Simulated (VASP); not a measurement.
# Rh in VASP: further runs

The runs below take Rh through single point, with LDA.

Everything below comes from runs of VASP 6.6.1. Logs are shortened: lines on timing, memory, paths and dates and some standing lists are left out, and cuts for length are marked.

## (1) The cell of the first run

Symmetry: P6_3/mmc, No. 194, hexagonal system. Conventional cell: a = 2.692 Å, b = 2.692 Å, c = 8.798 Å, α = 90.00°, β = 90.00°, γ = 120.00°. Rh (site symmetry -3m) has 12 Rh at 2.69 Å within 3.5 Å. Within 3.5 Å of Rh (site symmetry -6m2) lie 12 Rh at 2.69 Å.

## (2) Single point, LDA

The input, INCAR:

```
PREC = Accurate
ENCUT = 520
EDIFF = 1E-6
ISMEAR = -1
SIGMA = 0.1
LREAL = False
LASPH = True
NELM = 60
ALGO = Normal
ISIF = 2
LWAVE = False
LCHARG = False
NBANDS = 38
```

The input, KPOINTS:

```
regular mesh
0
Gamma
  9 9 3
```

The input, POSCAR:

```
Rh
1.0
    2.6917446200      0.0000000000      0.0000000000
   -1.3458723100      2.3311192200      0.0000000000
    0.0000000000      0.0000000000      8.7980701300
Rh
4
Direct
    0.0000000000      0.0000000000      0.0000000000
    0.3333333318      0.6666666710      0.2499999997
    0.0000000000      0.0000000000      0.4999999994
    0.6666666720      0.3333333290      0.7500000003
```

Potentials or basis: VASP PAW LDA potentials, release 64 (Rh_pv).

Command:

```
> cat potpaw_LDA.64/Rh_pv/POTCAR > POTCAR
> mpirun -np 1 vasp_std > vasp.out
```

OUTCAR:

```text
PREC = Accurate
   ENCUT = 520
   EDIFF = 1E-6
   ISMEAR = -1
   LREAL = False
   LASPH = True
   NELM = 60
   ISIF = 2

 ion  position               nearest neighbor table
   1  0.000  0.000  0.000-   4 2.69   2 2.69   2 2.69   4 2.69   2 2.69   4 2.69
   2  0.333  0.667  0.250-   1 2.69   3 2.69   1 2.69   3 2.69   1 2.69   3 2.69
   3  0.000  0.000  0.500-   2 2.69   4 2.69   2 2.69   2 2.69   4 2.69   4 2.69
   4  0.667  0.333  0.750-   1 2.69   3 2.69   1 2.69   1 2.69   3 2.69   3 2.69

  LATTYP: Found a hexagonal cell.
 ALAT       =     2.6917446200
 C/A-ratio  =     3.2685382055

  Lattice vectors:

 A1 = (   2.6917446200,   0.0000000000,   0.0000000000)
 A2 = (  -1.3458723100,   2.3311192200,   0.0000000000)
 A3 = (   0.0000000000,   0.0000000000,   8.7980701300)

Analysis of symmetry for initial positions (statically):
=====================================================================
 Subroutine PRICEL returns:
 Original cell was already a primitive cell.

 Routine SETGRP: Setting up the symmetry group for a
 hexagonal supercell.

 Subroutine GETGRP returns: Found 24 space group operations
 (whereof 12 operations were pure point group operations)
 out of a pool of 24 trial point group operations.

The static configuration has the point symmetry D_3d.
 The point group associated with its full space group is D_6h.

Analysis of symmetry for dynamics (positions and initial velocities):
=====================================================================
 Subroutine PRICEL returns:
 Original cell was already a primitive cell.

 Routine SETGRP: Setting up the symmetry group for a
 hexagonal supercell.

 Subroutine GETGRP returns: Found 24 space group operations
 (whereof 12 operations were pure point group operations)
 out of a pool of 24 trial point group operations.

The dynamic configuration has the point symmetry D_3d.
 The point group associated with its full space group is D_6h.

 Subroutine INISYM returns: Found 24 space group operations
 (whereof 12 operations are pure point group operations),
 and found     1 'primitive' translations

----------------------------------------------------------------------------------------

                                     Primitive cell

  volume of cell :      55.2059

  direct lattice vectors                    reciprocal lattice vectors
     2.691744620  0.000000000  0.000000000     0.371506269  0.214489244  0.000000000
    -1.345872310  2.331119220  0.000000000     0.000000000  0.428978489  0.000000000
     0.000000000  0.000000000  8.798070130     0.000000000  0.000000000  0.113661290

  length of vectors
     2.691744620  2.691744619  8.798070130     0.428978489  0.428978489  0.113661290

  position of ions in fractional coordinates (direct lattice)
     0.000000000  0.000000000  0.000000000
     0.333333332  0.666666671  0.250000000
     0.000000000  0.000000000  0.499999999
     0.666666672  0.333333329  0.750000000

  ion indices of the primitive-cell ions
   primitive index   ion index
                 1           1
                 2           2
                 3           3
                 4           4

----------------------------------------------------------------------------------------

 KPOINTS: regular mesh

Automatic generation of k-mesh.
 Grid dimensions read from file:
 generate k-points for:    9    9    3

 Generating k-lattice:

  Cartesian coordinates                     Fractional coordinates (reciprocal lattice)
     0.041278474  0.023832138  0.000000000     0.111111111 -0.000000000  0.000000000
     0.000000000  0.047664277  0.000000000     0.000000000  0.111111111  0.000000000
     0.000000000  0.000000000  0.037887097     0.000000000  0.000000000  0.333333333

  Length of vectors
     0.047664277  0.047664277  0.037887097

  Shift w.r.t. Gamma in fractional coordinates (k-lattice)
     0.000000000  0.000000000  0.000000000

 Subroutine IBZKPT returns following result:
 ===========================================

 Found     24 irreducible k-points:

 Following reciprocal coordinates:
            Coordinates               Weight
  0.000000  0.000000  0.000000      1.000000
  0.111111  0.000000  0.000000      6.000000
  0.222222  0.000000  0.000000      6.000000
  0.333333  0.000000  0.000000      6.000000
  0.444444  0.000000  0.000000      6.000000
  0.111111  0.111111  0.000000      6.000000
[... 16 lines left out ...]
  0.333333  0.222222  0.333333     24.000000
  0.333333  0.333333  0.333333      4.000000
   k-points           NKPTS =     24   k-points in BZ     NKDIM =     24   number of bands    NBANDS=     38
   number of dos      NEDOS =    301   number of ions     NIONS =      4
   total plane-waves  NPLWV =  28000
   dimension x,y,z NGX =    20 NGY =   20 NGZ =   70
   dimension x,y,z NGXF=    40 NGYF=   40 NGZF=  140
   ions per type =               4
   NGX,Y,Z   is equivalent  to a cutoff of  12.35, 12.35, 13.23 a.u.
   NGXF,Y,Z  is equivalent  to a cutoff of  24.70, 24.70, 26.45 a.u.
 SYSTEM =  unknown system
   PREC   = accura    normal or accurate (medium, high low for compatibility)
   ISTART =      0    job   : 0-new  1-cont  2-samecut
   ICHARG =      2    charge: 1-file 2-atom 10-const
   ISPIN  =      1    spin polarized calculation?
   LNONCOLLINEAR =      F non collinear calculations
   LSORBIT =      F    spin-orbit coupling
   LASPH  =      T    aspherical Exc in radial PAW
   ENCUT  =  520.0 eV  38.22 Ry    6.18 a.u.   5.00  5.00 16.36*2*pi/ulx,y,z
   NELM   =     60;   NELMIN=  2; NELMDL= -5     # of ELM steps
   EDIFF  = 0.1E-05   stopping-criterion for ELM
   LREAL  =      F    real-space projection
   EDIFFG = 0.1E-04   stopping-criterion for IOM
   NSW    =      0    number of steps for IOM
   IBRION =     -1    ionic relax: 0-MD 1-quasi-New 2-CG
   NFREE  =      0    steps in history (QN), initial steepest desc. (CG)
   ISIF   =      2    stress and relaxation
   ISYM   =      2    0-nonsym 1-usesym 2-fastsym
   POTIM  = 0.5000    time-step for ionic-motion
   TEBEG  =    0.0;   TEEND  =   0.0 temperature during run
   PSTRESS=    0.0 pullay stress
   NELECT =      60.0000    total number of electrons
   NUPDOWN=      -1.0000    fix difference up-down
   EMIN   =  10.00;   EMAX   =-10.00  energy-range for DOS
   EFERMI =   0.00;   METHOD = LEGACY
   ISMEAR =    -1;   SIGMA  =   0.10  broadening in eV -4-tet -1-fermi 0-gaus
   EFERMI_NEDOS =   21; number of points for ismear=-14 and -15
   IALGO  =     38    algorithm
   IMIX   =      4    mixing-type and parameters
     AMIX     =   0.40;   BMIX     =  1.00
     AMIX_MAG =   1.60;   BMIX_MAG =  1.00
  volume/ion in A,a.u.               =      13.80        93.14
  Fermi-wavevector in a.u.,A,eV,Ry     =   1.683178  3.180745 38.546496  2.833088
  Thomas-Fermi vector in A             =   2.766425
   LORBIT       =      0    0 simple, 1 ext, 2 COOP (PROOUT), +10 PAW based schemes
   GGA     = CA    functional components
   LHFCALC =     F    Hartree Fock is set to
   AEXX    =    0.0000 exact exchange contribution
   IVDW    =     0    specifies the selected vdW correction
   LEPSILON=     F    determine dielectric tensor
   LRPA    =     F    only Hartree local field effects (RPA)
 non-spin polarized calculation
  energy-cutoff  :      520.00
  volume of cell :       55.21
 maximum number of plane-waves:      1505
 NGX is ok and might be reduce to    20
   NGX =  9   NGY =  9   NGZ = 33

 number of electron      59.9999994 magnetization

 Free energy of the ion-electron system (eV)
  ---------------------------------------------------
  ext. energy  EPLUGINS =         0.00000000
  ---------------------------------------------------
  free energy    TOTEN  =       -34.68212791 eV

  energy without entropy =      -34.50579984  energy(sigma->0) =      -34.59396387

 E-fermi :  11.6394     XC(G=0): -14.3271

 val. band max:       11.6246326224   @ k =   0.3333   0.0000   0.3333
 cond. band min:      11.6477851893   @ k =   0.2222   0.0000   0.3333
 fundamental gap:      0.0231525669
 Fermi energy:        11.6393752093

 k-point     1 :       0.0000    0.0000    0.0000
  band No.  band energies     occupation
      1     -35.2565      2.00000
      2     -34.9005      2.00000
      3     -34.8914      2.00000
      4     -34.6126      2.00000
      5     -34.6126      2.00000
      6     -34.5691      2.00000
[... 30 lines left out ...]
     37      20.1378      0.00000
     38      26.0468      0.00000

 k-point     2 :       0.1111    0.0000    0.0000
  band No.  band energies     occupation
      1     -35.2282      2.00000
      2     -34.9095      2.00000
      3     -34.8997      2.00000
      4     -34.6778      2.00000
      5     -34.6335      2.00000
      6     -34.6200      2.00000
[... 30 lines left out ...]
     37      20.0703      0.00000
     38      26.4888      0.00000

 k-point     3 :       0.2222    0.0000    0.0000
  band No.  band energies     occupation
      1     -35.1521      2.00000
      2     -34.9732      2.00000
      3     -34.9547      2.00000
      4     -34.8340      2.00000
      5     -34.7667      2.00000
      6     -34.6932      2.00000
[... 30 lines left out ...]
     37      19.9628      0.00000
     38      26.0822      0.00000

 k-point     4 :       0.3333    0.0000    0.0000
  band No.  band energies     occupation
      1     -35.1172      2.00000
      2     -35.1140      2.00000
      3     -35.0117      2.00000
      4     -35.0042      2.00000
      5     -34.9577      2.00000
      6     -34.7406      2.00000
[... 30 lines left out ...]
     37      19.9776      0.00000
     38      22.3710      0.00000
[... 703 lines left out ...]
      4     -35.0337      2.00000
      5     -34.9043      2.00000
      6     -34.8479      2.00000
[... 30 lines left out ...]
     37      22.6114      0.00000
     38      22.8219      0.00000

 k-point    23 :       0.3333    0.2222    0.3333
  band No.  band energies     occupation
      1     -35.1384      2.00000
      2     -35.1185      2.00000
      3     -35.0793      2.00000
      4     -35.0684      2.00000
      5     -34.9102      2.00000
      6     -34.9021      2.00000
[... 30 lines left out ...]
     37      20.9897      0.00000
     38      21.1591      0.00000

 k-point    24 :       0.3333    0.3333    0.3333
  band No.  band energies     occupation
      1     -35.0830      2.00000
      2     -35.0715      2.00000
      3     -35.0715      2.00000
      4     -35.0173      2.00000
      5     -34.9741      2.00000
      6     -34.9741      2.00000
[... 30 lines left out ...]
     37      19.5842      0.00000
     38      19.5842      0.00000

------------------------ aborting loop because EDIFF is reached ----------------------------------------

  FORCE on cell =-STRESS in cart. coord.  units (eV):
  Direction    XX          YY          ZZ          XY          YZ          ZX
  --------------------------------------------------------------------------------------
  -------------------------------------------------------------------------------------
  Total       -3.4825036     -3.4825036     -4.0408762      0.0000000     -0.0000000     -0.0000000
  in kB     -101.0686335   -101.0686333   -117.2736300      0.0000000     -0.0000000     -0.0000000
  external PRESSURE =    -106.4702989 kB  Pullay stress =       0.0000000 kB

 VOLUME and BASIS-vectors are now :
 -----------------------------------------------------------------------------
  energy-cutoff  :      520.00
  volume of cell :       55.21
      direct lattice vectors                 reciprocal lattice vectors
     2.691744620  0.000000000  0.000000000     0.371506269  0.214489244  0.000000000
    -1.345872310  2.331119220  0.000000000     0.000000000  0.428978489  0.000000000
     0.000000000  0.000000000  8.798070130     0.000000000  0.000000000  0.113661290

 POSITION                                       TOTAL-FORCE (eV/Angst)
 -----------------------------------------------------------------------------------
      0.00000      0.00000      0.00000         0.000000     -0.000000      0.000000
     -0.00000      1.55408      2.19952        -0.000000      0.000000      0.000000
      0.00000      0.00000      4.39904         0.000000     -0.000000      0.000000
      1.34587      0.77704      6.59855         0.000000     -0.000000      0.000000
 -----------------------------------------------------------------------------------
    total drift:                               -0.000010      0.000000      0.000005

  FREE ENERGIE OF THE ION-ELECTRON SYSTEM (eV)
  ---------------------------------------------------
  free  energy   TOTEN  =       -34.6821279090 eV

  energy  without entropy=      -34.5057998385  energy(sigma->0) =      -34.59396387
```

Wall time 17 s (1 thread of Intel Xeon 6975P-C (Granite Rapids), shared host); peak memory 0.16 GiB.

Results:

- Free energy: -34.6821 eV
- Pressure: -10.6 GPa
- Band gap on the k mesh: zero (band 30 reaches 12.25 eV, above the bottom of band 31 at 10.63 eV)

## (3) Single point, LDA

The input, INCAR:

```
SYSTEM = Rh
PREC = Accurate ; ENCUT = 520
EDIFF = 1E-6 ; ISMEAR = -1
SIGMA = 0.1 ; LREAL = .False.
LASPH = .True. ; NELM = 100
ALGO = Normal ; ISIF = 2
LWAVE = .False. ; LCHARG = .False.
NBANDS = 38
```

The input, KPOINTS:

```
regular mesh
0
Gamma
  9 9 3
  0 0 0
```

POSCAR: that of step 2 with these lines changed.

```diff
@@ -10,3 +10,3 @@
     0.3333333318      0.6666666710      0.2499999997
-    0.0000000000      0.0000000000      0.4999999994
+   -0.0107244622     -0.0214489244      0.4999999994
     0.6666666720      0.3333333290      0.7500000003
```

Potentials or basis: VASP PAW LDA potentials, release 64 (Rh_pv).

Command:

```
> cat potpaw_LDA.64/Rh_pv/POTCAR > POTCAR
> mpirun -np 1 vasp_std > vasp.out
```

Wall time 54 s (1 thread of Intel Xeon 6975P-C (Granite Rapids), shared host); peak memory 0.22 GiB.

Results (log left out):

| Quantity | Value |
| --- | --- |
| Free energy | -34.6778 eV |
| Pressure | -10.6 GPa |
| Largest force | 0.173 eV/Å |
| Band gap on the k mesh | zero (band 30 reaches 12.25 eV, above the bottom of band 31 at 10.63 eV) |

Forces on the atoms (eV/Å):
```
Rh   0.000  0.020  0.000
Rh   0.000 -0.093 -0.008
Rh   0.000  0.173 -0.001
Rh   0.000 -0.100  0.008
```

Stress tensor (GPa, compression positive):
```
-10.10   0.00   0.00
  0.00 -10.07  -0.05
  0.00  -0.05 -11.64
```

Levels at points of the mesh, in eV from the Fermi level:
| k point | band 26 | band 27 | band 28 | band 29 | band 30 | band 31 | band 32 | band 33 |
| --- | --- | --- | --- | --- | --- | --- | --- | --- |
| (0.00, 0.00, 0.00) | -2.61 | -2.61 | -1.42 | -1.42 | -0.83 | -0.83 | -0.33 | -0.33 |

## (4) Single point, LDA

The input, INCAR:

```
SYSTEM = Rh
PREC = Accurate ; ENCUT = 520
EDIFF = 1E-6 ; ISMEAR = -1
SIGMA = 0.1 ; LREAL = .False.
LASPH = .True. ; NELM = 60
ALGO = Normal ; ISIF = 2
LWAVE = .False. ; LCHARG = .False.
GGA = CA ; NBANDS = 38
```

KPOINTS is that of step 3.

POSCAR: that of step 3 with these lines changed.

```diff
@@ -10,3 +10,3 @@
     0.3333333318      0.6666666710      0.2499999997
-   -0.0107244622     -0.0214489244      0.4999999994
+   -0.0053622311     -0.0107244622      0.4999999994
     0.6666666720      0.3333333290      0.7500000003
```

Command:

```
> cat potpaw_LDA.64/Rh_pv/POTCAR > POTCAR
> mpirun -np 1 vasp_std > vasp.out
```

Run time: 51 s. Hardware: 1 thread of Intel Xeon 6975P-C (Granite Rapids), shared host; peak memory 0.22 GiB.

It converged, with:

- Free energy: -34.6810 eV
- Pressure: -10.6 GPa
- Largest force: 0.087 eV/Å
- Band gap on the k mesh: zero (band 30 reaches 12.25 eV, above the bottom of band 31 at 10.63 eV)

Forces in eV/Å, atoms in the order of the input:
```
Rh   0.000  0.010  0.000
Rh   0.000 -0.048 -0.002
Rh   0.000  0.087 -0.001
Rh   0.000 -0.049  0.002
```

Stress tensor (GPa, compression positive):
```
-10.10   0.00   0.00
  0.00 -10.09  -0.01
  0.00  -0.01 -11.70
```

Levels at points of the mesh, in eV from the Fermi level:
| k point | band 26 | band 27 | band 28 | band 29 | band 30 | band 31 | band 32 | band 33 |
| --- | --- | --- | --- | --- | --- | --- | --- | --- |
| (0.00, 0.00, 0.00) | -2.62 | -2.61 | -1.42 | -1.42 | -0.83 | -0.83 | -0.33 | -0.33 |
